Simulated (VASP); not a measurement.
# CdSe (I-4m2) in VASP: a series of runs

The runs below take CdSe through single point, with PBE, r2SCAN.

All numbers are computed with VASP 6.6.1; they aren't measurements. Logs are shortened: lines on timing, memory, paths and dates and some standing lists are left out, and cuts for length are marked.

### 1 The cell of the first run

Symmetry: I-4m2, No. 119, tetragonal system. The conventional cell has a = 4.223 Å, b = 4.223 Å, c = 6.360 Å, α = 90.00°, β = 90.00°, γ = 90.00°. Within 3.5 Å of Cd (site symmetry -4m2) lie 4 Se at 2.64 Å. Se (site symmetry -4m2) has 4 Cd at 2.64 Å within 3.5 Å.

### 2 Single point, PBE (epitaxial xy strain -2.7%)

INCAR reads:

```
PREC = Accurate
ENCUT = 520
EDIFF = 1E-6
ISMEAR = -1
SIGMA = 0.02
LREAL = F
LASPH = T
NELM = 100
ALGO = Normal
ISIF = 2
LWAVE = F
LCHARG = F
GGA = PE
NBANDS = 16
```

KPOINTS reads:

```
regular mesh
0
Gamma
  8 8 8
```

POSCAR reads:

```
CdSe
1.0
    0.0000000000      2.9861779913      3.1797948737
    2.9861779913      0.0000000000      3.1797948737
    2.9861779913      2.9861779913      0.0000000000
Cd Se
1 1
Direct
    0.0000000000      0.0000000000      0.0000000000
    0.2500000000      0.2500000000      0.2500000000
```

Potentials or basis: VASP PAW PBE potentials, release 64 (Cd, Se).

Started as:

```console
$ cat potpaw_PBE.64/Cd/POTCAR potpaw_PBE.64/Se/POTCAR > POTCAR
$ mpirun -np 1 vasp_std > vasp.out
```

OUTCAR:

```text
PREC = Accurate
   ENCUT = 520
   EDIFF = 1E-6
   ISMEAR = -1
   LREAL = F
   LASPH = T
   NELM = 100
   ISIF = 2
   GGA = PE

 ion  position               nearest neighbor table
   1  0.000  0.000  0.000-   2 2.64   2 2.64   2 2.64   2 2.64
   2  0.250  0.250  0.250-   1 2.64   1 2.64   1 2.64   1 2.64

  LATTYP: Found a body centered tetragonal cell.
 ALAT       =     4.2230934150
 C/A-ratio  =     1.5059079027

  Lattice vectors:

 A1 = (  -2.9861779913,   0.0000000000,   3.1797948737)
 A2 = (   2.9861779913,   0.0000000000,   3.1797948737)
 A3 = (   0.0000000000,   2.9861779913,  -3.1797948737)

Analysis of symmetry for initial positions (statically):
=====================================================================
 Subroutine PRICEL returns:
 Original cell was already a primitive cell.

 Routine SETGRP: Setting up the symmetry group for a
 body centered tetragonal supercell.

 Subroutine GETGRP returns: Found  8 space group operations
 (whereof  8 operations were pure point group operations)
 out of a pool of 16 trial point group operations.

The static configuration has the point symmetry D_2d.

Analysis of symmetry for dynamics (positions and initial velocities):
=====================================================================
 Subroutine PRICEL returns:
 Original cell was already a primitive cell.

 Routine SETGRP: Setting up the symmetry group for a
 body centered tetragonal supercell.

 Subroutine GETGRP returns: Found  8 space group operations
 (whereof  8 operations were pure point group operations)
 out of a pool of 16 trial point group operations.

The dynamic configuration has the point symmetry D_2d.

 Subroutine INISYM returns: Found  8 space group operations
 (whereof  8 operations are pure point group operations),
 and found     1 'primitive' translations

----------------------------------------------------------------------------------------

                                     Primitive cell

  volume of cell :      56.7101

  direct lattice vectors                    reciprocal lattice vectors
     0.000000000  2.986177991  3.179794874    -0.167438110  0.167438110  0.157242847
     2.986177991  0.000000000  3.179794874     0.167438110 -0.167438110  0.157242847
     2.986177991  2.986177991  0.000000000     0.167438110  0.167438110 -0.157242847

  length of vectors
[... 74 lines left out ...]
   ISTART =      0    job   : 0-new  1-cont  2-samecut
   ICHARG =      2    charge: 1-file 2-atom 10-const
   ISPIN  =      1    spin polarized calculation?
   LNONCOLLINEAR =      F non collinear calculations
   LSORBIT =      F    spin-orbit coupling
   LASPH  =      T    aspherical Exc in radial PAW
   ENCUT  =  520.0 eV  38.22 Ry    6.18 a.u.   8.11  8.11  7.85*2*pi/ulx,y,z
   NELM   =    100;   NELMIN=  2; NELMDL= -5     # of ELM steps
   EDIFF  = 0.1E-05   stopping-criterion for ELM
   LREAL  =      F    real-space projection
   EDIFFG = 0.1E-04   stopping-criterion for IOM
   NSW    =      0    number of steps for IOM
   IBRION =     -1    ionic relax: 0-MD 1-quasi-New 2-CG
   NFREE  =      0    steps in history (QN), initial steepest desc. (CG)
   ISIF   =      2    stress and relaxation
   ISYM   =      2    0-nonsym 1-usesym 2-fastsym
   POTIM  = 0.5000    time-step for ionic-motion
   TEBEG  =    0.0;   TEEND  =   0.0 temperature during run
   PSTRESS=    0.0 pullay stress
   NELECT =      18.0000    total number of electrons
   NUPDOWN=      -1.0000    fix difference up-down
   EMIN   =  10.00;   EMAX   =-10.00  energy-range for DOS
   EFERMI =   0.00;   METHOD = LEGACY
   ISMEAR =    -1;   SIGMA  =   0.02  broadening in eV -4-tet -1-fermi 0-gaus
   EFERMI_NEDOS =   21; number of points for ismear=-14 and -15
   IALGO  =     38    algorithm
   IMIX   =      4    mixing-type and parameters
     AMIX     =   0.40;   BMIX     =  1.00
     AMIX_MAG =   1.60;   BMIX_MAG =  1.00
  volume/ion in A,a.u.               =      28.36       191.35
  Fermi-wavevector in a.u.,A,eV,Ry     =   1.116723  2.110301 16.967424  1.247071
  Thomas-Fermi vector in A             =   2.253340
   LORBIT       =      0    0 simple, 1 ext, 2 COOP (PROOUT), +10 PAW based schemes
   GGA     = PE    functional components
   LHFCALC =     F    Hartree Fock is set to
   AEXX    =    0.0000 exact exchange contribution
   IVDW    =     0    specifies the selected vdW correction
   LEPSILON=     F    determine dielectric tensor
   LRPA    =     F    only Hartree local field effects (RPA)
 non-spin polarized calculation
  energy-cutoff  :      520.00
  volume of cell :       56.71
 maximum number of plane-waves:      1542
   NGX = 17   NGY = 17   NGZ = 15

 number of electron      18.0000002 magnetization

 Free energy of the ion-electron system (eV)
  ---------------------------------------------------
  ext. energy  EPLUGINS =         0.00000000
  ---------------------------------------------------
  free energy    TOTEN  =        -5.46723599 eV

  energy without entropy =       -5.46723598  energy(sigma->0) =       -5.46723598

 E-fermi :   1.2067     XC(G=0):  -8.8532

 val. band max:        0.9449425368   @ k =   0.0000   0.0000   0.0000
 cond. band min:       1.4542354328   @ k =   0.0000   0.0000   0.0000
 fundamental gap:      0.5092928960
 Fermi energy:         1.2067053433

 k-point     1 :       0.0000    0.0000    0.0000
  band No.  band energies     occupation
      1     -11.6642      2.00000
      2      -7.0481      2.00000
      3      -7.0174      2.00000
      4      -7.0174      2.00000
      5      -6.6736      2.00000
      6      -6.6588      2.00000
[... 433 lines left out ...]
      3      -6.9187      2.00000
      4      -6.7244      2.00000
      5      -6.6453      2.00000
      6      -6.5666      2.00000
[... 8 lines left out ...]
     15      11.8979      0.00000
     16      12.5817      0.00000

 [... further k-points ...]
[... 5 lines left out ...]
  --------------------------------------------------------------------------------------
  -------------------------------------------------------------------------------------
  Total        1.0484385      1.0484385      0.6603494      0.0000000      0.0000000     -0.0000000
  in kB       29.6205452     29.6205452     18.6562301      0.0000000      0.0000000     -0.0000000
  external PRESSURE =      25.9657735 kB  Pullay stress =       0.0000000 kB

 VOLUME and BASIS-vectors are now :
 -----------------------------------------------------------------------------
  energy-cutoff  :      520.00
  volume of cell :       56.71
      direct lattice vectors                 reciprocal lattice vectors
     0.000000000  2.986177991  3.179794874    -0.167438110  0.167438110  0.157242847
     2.986177991  0.000000000  3.179794874     0.167438110 -0.167438110  0.157242847
     2.986177991  2.986177991  0.000000000     0.167438110  0.167438110 -0.157242847

 POSITION                                       TOTAL-FORCE (eV/Angst)
 -----------------------------------------------------------------------------------
      0.00000      0.00000      0.00000        -0.000000     -0.000000     -0.000000
      1.49309      1.49309      1.58990         0.000000      0.000000      0.000000
 -----------------------------------------------------------------------------------
    total drift:                               -0.000000     -0.000000     -0.000001

  FREE ENERGIE OF THE ION-ELECTRON SYSTEM (eV)
  ---------------------------------------------------
  free  energy   TOTEN  =        -5.4672359892 eV

  energy  without entropy=       -5.4672359801  energy(sigma->0) =       -5.46723598
```

OSZICAR:

```text
N       E                     dE             d eps       ncg     rms          rms(c)
DAV:   1     0.107187754547E+03    0.10719E+03   -0.88074E+03  1928   0.101E+03
DAV:   2    -0.175345111544E+01   -0.10894E+03   -0.10271E+03  2296   0.249E+02
DAV:   3    -0.582840458548E+01   -0.40750E+01   -0.40683E+01  2200   0.497E+01
DAV:   4    -0.584613250945E+01   -0.17728E-01   -0.17727E-01  2456   0.329E+00
DAV:   5    -0.584624155571E+01   -0.10905E-03   -0.10905E-03  2240   0.225E-01    0.610E+00
DAV:   6    -0.548813864356E+01    0.35810E+00   -0.54237E-01  2760   0.880E+00    0.484E+00
DAV:   7    -0.546606681269E+01    0.22072E-01   -0.14582E-01  2216   0.253E+00    0.208E+00
DAV:   8    -0.546695264059E+01   -0.88583E-03   -0.13689E-02  2224   0.142E+00    0.251E-01
DAV:   9    -0.546712244000E+01   -0.16980E-03   -0.14393E-03  2376   0.491E-01    0.463E-02
DAV:  10    -0.546718900708E+01   -0.66567E-04   -0.16068E-04  2400   0.157E-01    0.431E-02
DAV:  11    -0.546723621299E+01   -0.47206E-04   -0.78415E-05  2280   0.566E-02    0.160E-02
DAV:  12    -0.546723598919E+01    0.22380E-06   -0.23230E-06  2096   0.190E-02
   1 F= -.54672360E+01 E0= -.54672360E+01  d E =-.907240E-08
```

stdout:

```text
POSCAR found type information on POSCAR CdSe
 POSCAR found :  2 types and       2 ions
 scaLAPACK will be used
 LDA part: xc-table for (Slater+PW92), standard interpolation
 POSCAR, INCAR and KPOINTS ok, starting setup
 FFT: planning ... GRIDC
 FFT: planning ... GRID_SOFT
 FFT: planning ... GRID
 WAVECAR not read
 entering main loop
```

It took 14 s on 1 thread of Intel Xeon 6975P-C (Granite Rapids), shared host; peak memory 0.21 GiB.

Results:

```yaml
Free_energy: -5.4672 eV
Pressure: 2.6 GPa
Band_gap_on_the_k_mesh: 0.51 eV, direct
```

Caveat: the cell differs from its parent crystal (epitaxial xy strain -2.7%).

### 3 Single point, r2SCAN (epitaxial xy strain -2.7%)

POSCAR is that of step 2.

INCAR.step1 reads:

```
ALGO = Normal
EDIFF = 1E-4
ENCUT = 520
GGA = PE
ISMEAR = 0
LASPH = True
LCHARG = False
LREAL = False
LWAVE = True
NBANDS = 16
NELM = 100
PREC = Accurate
SIGMA = 0.01
```

INCAR.step2 reads:

```
ALGO = Normal
EDIFF = 1E-7
ENCUT = 520
ISIF = 2
ISMEAR = 0
ISTART = 1
LASPH = True
LCHARG = False
LMIXTAU = True
LREAL = False
LWAVE = False
METAGGA = R2SCAN
NBANDS = 16
NELM = 100
PREC = Accurate
SIGMA = 0.01
```

KPOINTS reads:

```
k-points
0
Gamma
  8 8 8
```

Potentials or basis: VASP PAW PBE potentials, release 64 (Cd, Se).

Started as:

```console
$ cat potpaw_PBE.64/Cd/POTCAR potpaw_PBE.64/Se/POTCAR > POTCAR
$ cp INCAR.step1 INCAR
$ mpirun -np 1 vasp_std > vasp.out
$ cp INCAR.step2 INCAR
$ mpirun -np 1 vasp_std > vasp.out
```

OUTCAR:

```text
EDIFF = 1E-7
   ENCUT = 520
   ISIF = 2
   ISMEAR = 0
   ISTART = 1
   LASPH = True
   LREAL = False
   METAGGA = R2SCAN
   NELM = 100
   PREC = Accurate

 ion  position               nearest neighbor table
   1  0.000  0.000  0.000-   2 2.64   2 2.64   2 2.64   2 2.64
   2  0.250  0.250  0.250-   1 2.64   1 2.64   1 2.64   1 2.64

  LATTYP: Found a body centered tetragonal cell.
 ALAT       =     4.2230934150
 C/A-ratio  =     1.5059079027

  Lattice vectors:

 A1 = (  -2.9861779913,   0.0000000000,   3.1797948737)
 A2 = (   2.9861779913,   0.0000000000,   3.1797948737)
 A3 = (   0.0000000000,   2.9861779913,  -3.1797948737)

Analysis of symmetry for initial positions (statically):
=====================================================================
 Subroutine PRICEL returns:
 Original cell was already a primitive cell.

 Routine SETGRP: Setting up the symmetry group for a
 body centered tetragonal supercell.

 Subroutine GETGRP returns: Found  8 space group operations
[... 157 lines left out ...]
 Free energy of the ion-electron system (eV)
  ---------------------------------------------------
  ext. energy  EPLUGINS =         0.00000000
  ---------------------------------------------------
  free energy    TOTEN  =       -35.90312561 eV

  energy without entropy =      -35.90312561  energy(sigma->0) =      -35.90312561

 E-fermi :   0.7533     XC(G=0):  -9.3917

 val. band max:        0.6479188903   @ k =   0.0000   0.0000   0.0000
 cond. band min:       1.6326426389   @ k =   0.0000   0.0000   0.0000
 fundamental gap:      0.9847237487
 Fermi energy:         0.7533231582

 k-point     1 :       0.0000    0.0000    0.0000
  band No.  band energies     occupation
      1     -12.3874      2.00000
      2      -7.5794      2.00000
      3      -7.5476      2.00000
      4      -7.5476      2.00000
      5      -7.1759      2.00000
      6      -7.1641      2.00000
[... 433 lines left out ...]
      3      -7.4425      2.00000
      4      -7.2312      2.00000
      5      -7.1486      2.00000
      6      -7.0682      2.00000
[... 8 lines left out ...]
     15      12.1346      0.00000
     16      12.8955      0.00000

 [... further k-points ...]
[... 5 lines left out ...]
  --------------------------------------------------------------------------------------
  -------------------------------------------------------------------------------------
  Total        0.5211170      0.5211170      0.1027832      0.0000000     -0.0000000     -0.0000000
  in kB       14.7226290     14.7226290      2.9038368      0.0000000     -0.0000000     -0.0000000
  external PRESSURE =      10.7830316 kB  Pullay stress =       0.0000000 kB

 VOLUME and BASIS-vectors are now :
 -----------------------------------------------------------------------------
  energy-cutoff  :      520.00
  volume of cell :       56.71
      direct lattice vectors                 reciprocal lattice vectors
     0.000000000  2.986177991  3.179794874    -0.167438110  0.167438110  0.157242847
     2.986177991  0.000000000  3.179794874     0.167438110 -0.167438110  0.157242847
     2.986177991  2.986177991  0.000000000     0.167438110  0.167438110 -0.157242847

 POSITION                                       TOTAL-FORCE (eV/Angst)
 -----------------------------------------------------------------------------------
      0.00000      0.00000      0.00000        -0.000000      0.000000      0.000000
      1.49309      1.49309      1.58990         0.000000     -0.000000     -0.000000
 -----------------------------------------------------------------------------------
    total drift:                               -0.000006     -0.000006      0.000008

  FREE ENERGIE OF THE ION-ELECTRON SYSTEM (eV)
  ---------------------------------------------------
  free  energy   TOTEN  =       -35.9031256141 eV

  energy  without entropy=      -35.9031256141  energy(sigma->0) =      -35.90312561
```

OUTCAR.step1:

```text
EDIFF = 1E-4
   ENCUT = 520
   GGA = PE
   ISMEAR = 0
   LASPH = True
[... 677 lines left out ...]
 -----------------------------------------------------------------------------------
      0.00000      0.00000      0.00000        -0.000000     -0.000000      0.000000
      1.49309      1.49309      1.58990         0.000000      0.000000      0.000000
 -----------------------------------------------------------------------------------
    total drift:                               -0.000000     -0.000000     -0.000000

  FREE ENERGIE OF THE ION-ELECTRON SYSTEM (eV)
  ---------------------------------------------------
  free  energy   TOTEN  =        -5.4671884371 eV

  energy  without entropy=       -5.4671884371  energy(sigma->0) =       -5.46718844
```

OSZICAR.step1:

```text
N       E                     dE             d eps       ncg     rms          rms(c)
DAV:   1     0.107188649399E+03    0.10719E+03   -0.88074E+03  1928   0.101E+03
DAV:   2    -0.175345111548E+01   -0.10894E+03   -0.10271E+03  2296   0.249E+02
DAV:   3    -0.582840458543E+01   -0.40750E+01   -0.40683E+01  2200   0.497E+01
DAV:   4    -0.584613250945E+01   -0.17728E-01   -0.17727E-01  2456   0.329E+00
DAV:   5    -0.584624155570E+01   -0.10905E-03   -0.10905E-03  2240   0.225E-01    0.610E+00
DAV:   6    -0.548813864352E+01    0.35810E+00   -0.54237E-01  2760   0.880E+00    0.484E+00
DAV:   7    -0.546606681157E+01    0.22072E-01   -0.14582E-01  2216   0.253E+00    0.208E+00
DAV:   8    -0.546695263988E+01   -0.88583E-03   -0.13689E-02  2224   0.142E+00    0.251E-01
DAV:   9    -0.546712243938E+01   -0.16980E-03   -0.14393E-03  2376   0.491E-01    0.463E-02
DAV:  10    -0.546718843705E+01   -0.65998E-04   -0.15498E-04  1984   0.157E-01
   1 F= -.54671884E+01 E0= -.54671884E+01  d E =-.367747E-41
```

Run time: 62 s. Hardware: 1 thread of Intel Xeon 6975P-C (Granite Rapids), shared host; peak memory 0.22 GiB.

What came out:

| Quantity | Value |
| --- | --- |
| Free energy | -35.9031 eV |
| Pressure | 1.1 GPa |
| Band gap on the k mesh | 0.98 eV, direct |

Stress tensor (GPa, compression positive):
```
1.47 0.00 0.00
0.00 1.47 0.00
0.00 0.00 0.29
```

Levels at points of the mesh, in eV from the valence-band top:
```
           k point  band 5  band 6  band 7  band 8  band 9  band 10  band 11  band 12  band 13  band 14
(0.00, 0.00, 0.00)   -7.82   -7.81   -0.22    0.00    0.00     0.98     6.42     6.42     6.44    10.19
(0.50, 0.00, 0.00)   -7.79   -7.52   -4.44   -0.96   -0.67     2.75     6.68     7.10     7.75    10.46
(0.50, 0.50, 0.00)   -7.77   -7.52   -4.35   -1.74   -1.74     3.57     4.44     9.17    10.90    10.90
(0.50, 0.00, 0.50)   -7.76   -7.42   -3.99   -2.05   -1.95     3.33     3.90     9.76    10.35    11.10
```

Caveat: the cell differs from its parent crystal (epitaxial xy strain -2.7%); the PAW data sets were made with another functional, which shifts forces and pressure a little.
